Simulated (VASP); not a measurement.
# SiC4 in VASP: further runs, part 2 of 2

VASP 6.6.1. Earlier steps stand in the parts before.

### Step 4. Single point, PBE

This run uses another cell than the first one, of 16.29 Å³/atom, 2.116 times its volume.

INCAR

```
PREC = Accurate
ENCUT = 520
EDIFF = 1E-6
ISMEAR = 0
SIGMA = 0.1
LREAL = False
LASPH = True
NELM = 80
ALGO = Normal
ISIF = 2
LWAVE = False
LCHARG = False
GGA = PE
NBANDS = 18
```

KPOINTS

```
regular mesh
0
Gamma
  4 4 4
```

POSCAR

```
SiC4
1.0
    4.3389680000      0.0000000000      0.0000000000
    0.0000000000      4.3389680000      0.0000000000
    0.0000000000      0.0000000000      4.3265011100
Si C
1 4
Direct
    0.5000000000      0.5000000000      0.7123473300
    0.0000000000      0.5000000000      0.8433420100
    0.5000000000      0.0000000000      0.8433420100
    0.0000000000      0.5000000000      0.5544111600
    0.5000000000      0.0000000000      0.5544111600
```

Potentials or basis: VASP PAW PBE potentials, release 64 (Si, C).

Started as:

```console
> cat potpaw_PBE.64/Si/POTCAR potpaw_PBE.64/C/POTCAR > POTCAR
> mpirun -np 1 vasp_std > vasp.out
```

OUTCAR:

```text
PREC = Accurate
   ENCUT = 520
   EDIFF = 1E-6
   ISMEAR = 0
   LREAL = False
   LASPH = True
   NELM = 80
   ISIF = 2
   GGA = PE

 ion  position               nearest neighbor table
   1  0.500  0.500  0.712-   2 2.24   3 2.24   3 2.24   2 2.24   4 2.27   5 2.27   5 2.27   4 2.27

   2  0.000  0.500  0.843-   4 1.25   1 2.24   1 2.24
   3  0.500  0.000  0.843-   5 1.25   1 2.24   1 2.24
   4  0.000  0.500  0.554-   2 1.25   1 2.27   1 2.27
   5  0.500  0.000  0.554-   3 1.25   1 2.27   1 2.27

  LATTYP: Found a simple tetragonal cell.
 ALAT       =     4.3389680000
 C/A-ratio  =     0.9971267615

  Lattice vectors:

 A1 = (   4.3389680000,   0.0000000000,   0.0000000000)
 A2 = (   0.0000000000,   4.3389680000,   0.0000000000)
 A3 = (   0.0000000000,   0.0000000000,   4.3265011100)

Analysis of symmetry for initial positions (statically):
=====================================================================
 Subroutine PRICEL returns:
 Original cell was already a primitive cell.

 Routine SETGRP: Setting up the symmetry group for a
 simple tetragonal supercell.

 Subroutine GETGRP returns: Found  8 space group operations
[... 168 lines left out ...]
 fundamental gap:      0.0584756367
 Fermi energy:         0.4593901627

 k-point     1 :       0.0000    0.0000    0.0000
  band No.  band energies     occupation
      1     -14.7457      2.00000
      2     -12.9509      2.00000
      3      -5.2954      2.00000
      4      -5.2954      2.00000
      5      -4.2917      2.00000
      6      -3.9621      2.00000
[... 355 lines left out ...]
      5      -3.8632      2.00000
      6      -3.1146      2.00000
[... 10 lines left out ...]
     17       7.9898      0.00000
     18      10.2269      0.00000

------------------------ aborting loop because EDIFF is reached ----------------------------------------

  FORCE on cell =-STRESS in cart. coord.  units (eV):
  Direction    XX          YY          ZZ          XY          YZ          ZX
  --------------------------------------------------------------------------------------
  -------------------------------------------------------------------------------------
  Total       -5.0516048     -5.0516048      3.9464005      0.0000000      0.0000000      0.0000000
  in kB      -99.3642676    -99.3642676     77.6250732      0.0000000      0.0000000      0.0000000
  external PRESSURE =     -40.3678207 kB  Pullay stress =       0.0000000 kB

 VOLUME and BASIS-vectors are now :
 -----------------------------------------------------------------------------
  energy-cutoff  :      520.00
  volume of cell :       81.45
      direct lattice vectors                 reciprocal lattice vectors
     4.338968000  0.000000000  0.000000000     0.230469549  0.000000000  0.000000000
     0.000000000  4.338968000  0.000000000     0.000000000  0.230469549  0.000000000
     0.000000000  0.000000000  4.326501110     0.000000000  0.000000000  0.231133652

 POSITION                                       TOTAL-FORCE (eV/Angst)
 -----------------------------------------------------------------------------------
      2.16948      2.16948      3.08197        -0.000000     -0.000000      0.078377
      0.00000      2.16948      3.64872         0.000000      0.000000      1.806142
      2.16948      0.00000      3.64872        -0.000000      0.000000      1.806142
      0.00000      2.16948      2.39866         0.000000      0.000000     -1.845331
      2.16948      0.00000      2.39866        -0.000000      0.000000     -1.845331
 -----------------------------------------------------------------------------------
    total drift:                                0.000000      0.000000      0.000526

  FREE ENERGIE OF THE ION-ELECTRON SYSTEM (eV)
  ---------------------------------------------------
  free  energy   TOTEN  =       -29.6310212681 eV

  energy  without entropy=      -29.6097451859  energy(sigma->0) =      -29.62038323
```

stdout:

```text
POSCAR found type information on POSCAR SiC
 POSCAR found :  2 types and       5 ions
 scaLAPACK will be used
 LDA part: xc-table for (Slater+PW92), standard interpolation
 POSCAR, INCAR and KPOINTS ok, starting setup
 FFT: planning ... GRIDC
 FFT: planning ... GRID_SOFT
 FFT: planning ... GRID
 WAVECAR not read
 entering main loop
```

Wall time 8.8 s (1 thread of Intel Xeon 6975P-C (Granite Rapids), shared host); peak memory 0.17 GiB.

What came out:

- Free energy: -29.6310 eV
- Pressure: -4.0 GPa
- Largest force: 1.845 eV/Å
- Band gap on the k mesh: zero (band 10 reaches 1.09 eV, above the bottom of band 11 at -0.27 eV)

Forces on the atoms (eV/Å):
```
Si   0.000  0.000  0.078
C    0.000  0.000  1.806
C    0.000  0.000  1.806
C    0.000  0.000 -1.845
C    0.000  0.000 -1.845
```

Levels at points of the mesh, in eV from the Fermi level:
```csv
k point,band 8,band 9,band 10,band 11,band 12,band 13
"(0.00, 0.00, 0.00)",-1.14,-1.14,-1.01,-0.73,3.47,3.47
"(0.50, 0.00, 0.00)",-2.03,-1.46,-0.95,1.85,1.91,3.88
"(0.50, 0.50, 0.00)",-1.76,-1.76,-0.62,-0.13,3.90,4.59
"(0.00, 0.00, 0.50)",-1.05,-1.05,0.63,0.69,2.63,2.63
"(0.50, 0.00, 0.50)",-1.90,0.03,0.25,0.94,2.27,3.17
"(0.50, 0.50, 0.50)",-1.72,-0.32,-0.32,-0.06,3.22,4.27
```

Caveat: the k points lie up to 0.36 Å⁻¹ apart; this functional lacks dispersion, which binds the layers, so the pressure and a relaxed spacing across them are unreliable; forces of over 1 eV/Å act on the atoms, so gaps and moduli don't describe the material at rest.

### Step 5. Relaxation of cell and atoms, PBE

INCAR

```
PREC = Accurate ; ENCUT = 600
EDIFF = 1E-6 ; ISMEAR = 0
SIGMA = 0.1 ; LREAL = F
LASPH = T ; NELM = 60
ALGO = Normal ; ISIF = 3
LWAVE = F ; LCHARG = F
GGA = PE ; IBRION = 2
NSW = 90 ; EDIFFG = -0.04
```

KPOINTS

```
regular mesh
0
Gamma
  6 6 4
```

POSCAR

```
SiC4
1.0
    3.1144100872      0.0000000000      0.0000000000
    0.0000000000      3.1144100872      0.0000000000
    0.0000000000      0.0000000000      3.9693814002
Si C
1 4
Direct
    0.5000000000      0.5000000000      0.0000000000
    0.0000000000      0.5000000000      0.6819274965
    0.5000000000      0.0000000000      0.6819274965
    0.0000000000      0.5000000000      0.3180725035
    0.5000000000      0.0000000000      0.3180725035
```

Started as:

```console
> cat potpaw_PBE.64/Si/POTCAR potpaw_PBE.64/C/POTCAR > POTCAR
> mpirun -np 1 vasp_std > vasp.out
```

It took 37 s on 1 thread of Intel Xeon 6975P-C (Granite Rapids), shared host; peak memory 0.16 GiB.

The run converged. Its results:

- Free energy: -33.2606 eV
- Relaxed volume: 7.91 Å³/atom
- Relaxed cell: a = 3.162 Å, b = 3.162 Å, c = 3.958 Å, α = 90.00°, β = 90.00°, γ = 90.00°
- Space group after relaxing (to 0.05 Å): P4/mmm (No. 123)
- Energy gained by relaxing: 7.7 meV/atom
- Ionic steps: 8
- Pressure after relaxing: -0.2 GPa
- Largest force after relaxing: 0.017 eV/Å
- Band gap on the k mesh: zero (band 10 reaches 9.58 eV, above the bottom of band 11 at 8.46 eV)

Forces in eV/Å, atoms in the order of the input:
```
Si   0.000  0.000  0.000
C    0.000  0.000  0.017
C    0.000  0.000  0.017
C    0.000  0.000 -0.017
C    0.000  0.000 -0.017
```

Stress tensor (GPa, compression positive):
```
 0.09  0.00  0.00
 0.00  0.09  0.00
 0.00  0.00 -0.76
```

Step by step:
```
step  energy change (eV)  largest force (eV/Å)  pressure (GPa)  volume (Å³)
   1              0.0000                0.5785            1.17        38.50
   2              0.0749                2.1666           10.17        38.81
   3             -0.0231                0.0852            4.31        38.61
   4             -0.0232                0.1436            4.51        38.62
   5             -0.0353                0.3362           -0.34        39.79
   6             -0.0370                0.2760            0.92        39.49
   7             -0.0219                0.7096           -3.60        39.84
   8             -0.0387                0.0171           -0.19        39.57
```

Final structure:
```
CELL_PARAMETERS angstrom
3.16181 0.00000 0.00000
0.00000 3.16181 0.00000
0.00000 0.00000 3.95843
ATOMIC_POSITIONS crystal
Si 0.50000 0.50000 0.00000
C 0.00000 0.50000 0.67953
C 0.50000 0.00000 0.67953
C 0.00000 0.50000 0.32047
C 0.50000 0.00000 0.32047
```

Levels at points of the mesh, in eV from the Fermi level:
| k point | band 7 | band 8 | band 9 | band 10 | band 11 | band 12 | band 13 | band 14 |
| --- | --- | --- | --- | --- | --- | --- | --- | --- |
| (0.00, 0.00, 0.00) | -4.05 | -1.75 | -0.80 | -0.80 | 1.43 | 1.43 | 3.17 | 6.53 |
| (0.50, 0.00, 0.00) | -4.75 | -3.12 | -3.03 | -2.01 | 1.07 | 2.56 | 3.30 | 4.37 |
| (0.50, 0.50, 0.00) | -6.29 | -6.29 | -5.65 | -1.75 | 0.91 | 2.58 | 3.60 | 5.64 |
| (0.00, 0.00, 0.50) | -5.18 | -3.42 | -3.42 | 0.58 | 1.91 | 1.91 | 3.34 | 5.17 |
| (0.50, 0.00, 0.50) | -3.66 | -2.40 | -1.64 | -0.39 | -0.32 | -0.29 | 1.50 | 2.44 |
| (0.50, 0.50, 0.50) | -8.01 | -4.31 | -2.31 | -2.31 | 3.14 | 3.81 | 6.47 | 7.77 |

Caveat: the k points lie up to 0.40 Å⁻¹ apart in the final cell.

### Step 6. Single point, PBE, collinear spin, ferromagnetic start

This run uses another cell than the first one, of 7.91 Å³/atom, 1.028 times its volume.

INCAR

```
SYSTEM = SiC4
PREC = Accurate
ENCUT = 520
EDIFF = 1E-6
ISMEAR = 0
SIGMA = 0.1
LREAL = .FALSE.
LASPH = .TRUE.
NELM = 150
ALGO = Normal
ISIF = 2
LWAVE = .FALSE.
LCHARG = .TRUE.
ISPIN = 2
MAGMOM = 0 1 1 1 1
LORBIT = 11
GGA = PE
LELF = .TRUE.
LVHAR = .TRUE.
NBANDS = 22
```

KPOINTS

```
Automatic mesh
0
G
  6 6 4
  0 0 0
```

POSCAR

```
SiC4
1.0
    3.1623547375      0.0000000000      0.0000000000
    0.0000000000      3.1623547375      0.0000000000
    0.0000000000      0.0000000000      3.9562623229
Si C
1 4
Direct
    0.5000000000      0.5000000000      0.0000000000
    0.0000000000      0.5000000000      0.6794483369
    0.5000000000      0.0000000000      0.6794483369
    0.0000000000      0.5000000000      0.3205516631
    0.5000000000      0.0000000000      0.3205516631
```

Potentials or basis: VASP PAW PBE potentials, release 64 (Si, C).

Started as:

```console
> cat potpaw_PBE.64/Si/POTCAR potpaw_PBE.64/C/POTCAR > POTCAR
> mpirun -np 1 vasp_std > vasp.out
```

Wall time 19 s (1 thread of Intel Xeon 6975P-C (Granite Rapids), shared host); peak memory 0.17 GiB.

Results (log left out):

| Quantity | Value |
| --- | --- |
| Free energy | -33.2578 eV |
| Pressure | 0.3 GPa |
| Largest force | 0.070 eV/Å |
| Band gap on the k mesh | zero (filled and empty bands overlap) |
| Net moment | 0.00 μB per cell |
| Valence electrons inside the program's atomic spheres | Si 1.49; C 2.39 |

Forces in eV/Å, atoms in the order of the input:
```
Si   0.000  0.000  0.000
C    0.000  0.000  0.070
C    0.000  0.000  0.070
C    0.000  0.000 -0.070
C    0.000  0.000 -0.070
```

Stress tensor (GPa, compression positive):
```
0.16 0.00 0.00
0.00 0.16 0.00
0.00 0.00 0.45
```

Levels at points of the mesh, in eV from the Fermi level:
Spin up:
| k point | band 7 | band 8 | band 9 | band 10 | band 11 | band 12 | band 13 | band 14 |
| --- | --- | --- | --- | --- | --- | --- | --- | --- |
| (0.00, 0.00, 0.00) | -4.06 | -1.75 | -0.80 | -0.80 | 1.41 | 1.41 | 3.16 | 6.52 |
| (0.50, 0.00, 0.00) | -4.76 | -3.13 | -3.04 | -2.02 | 1.07 | 2.56 | 3.31 | 4.38 |
| (0.50, 0.50, 0.00) | -6.29 | -6.29 | -5.65 | -1.75 | 0.90 | 2.56 | 3.59 | 5.64 |
| (0.00, 0.00, 0.50) | -5.18 | -3.43 | -3.43 | 0.58 | 1.90 | 1.90 | 3.36 | 5.16 |
| (0.50, 0.00, 0.50) | -3.67 | -2.41 | -1.64 | -0.40 | -0.32 | -0.29 | 1.50 | 2.45 |
| (0.50, 0.50, 0.50) | -8.02 | -4.31 | -2.32 | -2.32 | 3.12 | 3.79 | 6.46 | 7.78 |
Spin down:
```
           k point  band 8  band 9  band 10  band 11  band 12  band 13
(0.00, 0.00, 0.00)   -1.75   -0.80    -0.80     1.41     1.41     3.16
(0.50, 0.00, 0.00)   -3.13   -3.04    -2.02     1.07     2.56     3.31
(0.50, 0.50, 0.00)   -6.29   -5.65    -1.74     0.90     2.56     3.59
(0.00, 0.00, 0.50)   -3.43   -3.43     0.58     1.90     1.90     3.36
(0.50, 0.00, 0.50)   -2.41   -1.64    -0.40    -0.32    -0.29     1.50
(0.50, 0.50, 0.50)   -4.31   -2.32    -2.32     3.12     3.79     6.46
```

Caveat: the k points lie up to 0.40 Å⁻¹ apart.

### Step 7. The runs side by side

```tsv
task	spin	cell	k mesh	cutoff (eV)	gap on the mesh (eV)	pressure (GPa)	largest force (eV/Å)
single point	off	a = 3.114, b = 3.114, c = 3.969 Å, 5 atoms	4 × 4 × 4	520	none	-0.1	0.09
single point	off	a = 3.162, b = 3.162, c = 3.956 Å, 5 atoms	6 × 6 × 4	520	none	0.3	0.07
single point	off	a = 4.339, b = 4.339, c = 4.327 Å, 5 atoms	4 × 4 × 4	520	none	-4.0	1.85
relaxation of cell and atoms	off	relaxed from a = 3.114, b = 3.114, c = 3.969 Å, 5 atoms	6 × 6 × 4	600	none	-0.2	0.02
single point	collinear, ferromagnetic start	a = 3.162, b = 3.162, c = 3.956 Å, 5 atoms	6 × 6 × 4	520	none	0.3	0.07
```

Alike in all rows: level PBE; potentials or basis VASP PAW PBE potentials, release 64 (Si, C); smearing gaussian 0.1 eV.

Caveats: all runs use coarse meshes; this functional lacks dispersion, which binds the layers, so the pressure and a relaxed spacing across them are unreliable (some runs); forces of over 1 eV/Å act on the atoms, so gaps and moduli don't describe the material at rest (some runs).

Total energies depend on the potentials used, so only differences within one code and one set of settings carry meaning.
